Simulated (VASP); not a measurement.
A run of VASP 6.6.1 is set up as follows.

Contents of INCAR:

```
PREC     = Accurate       # precision mode
ENCUT    = 600            # plane-wave cutoff, eV
EDIFF    = 1E-6           # SCF threshold, eV
ISMEAR   = 0              # smearing method
SIGMA    = 0.05           # smearing width, eV
LREAL    = False          # projectors in reciprocal space
LASPH    = True           # aspherical terms in the spheres
NELM     = 120            # most SCF steps
ALGO     = Normal         # electronic algorithm
ISIF     = 2              # what is computed and relaxed
LWAVE    = False          # write WAVECAR
LCHARG   = True           # write CHGCAR
GGA      = PS             # functional
LELF     = True           # ELF
LVHAR    = True         
NBANDS   = 11             # bands
GGA_COMPAT= False
```

Contents of KPOINTS:

```
Automatic mesh
0
Gamma
  8 8 8
```

POSCAR

```
MgS
1.0
    0.0000000000      2.4975840000      2.7057160000
    2.4975840000      0.0000000000      2.7057160000
    2.4975840000      2.4975840000      0.0000000000
Mg S
1 1
Direct
    0.0000000000      0.0000000000      0.0000000000
    0.5000000000      0.5000000000      0.5000000000
```

Potentials or basis: VASP PAW PBE potentials, release 64 (Mg, S).

The run is started by

```console
$ cat potpaw_PBE.64/Mg/POTCAR potpaw_PBE.64/S/POTCAR > POTCAR
$ mpirun -np 1 vasp_std > vasp.out
```

Task: Estimate the pressure.

Result: 3.4 GPa.

Task: Predict the band gap on the k mesh.

Result: 2.52 eV, indirect (least direct gap 3.75 eV).

Stress tensor (GPa, compression positive):
```
 6.63  0.00  0.00
 0.00  6.63  0.00
 0.00  0.00 -2.93
```

Caveat: the cell differs from its parent crystal (strain -0.040 along x and y, +0.040 along z); the PAW data sets were made with another functional, which shifts forces and pressure a little. A k mesh can miss the band edges.
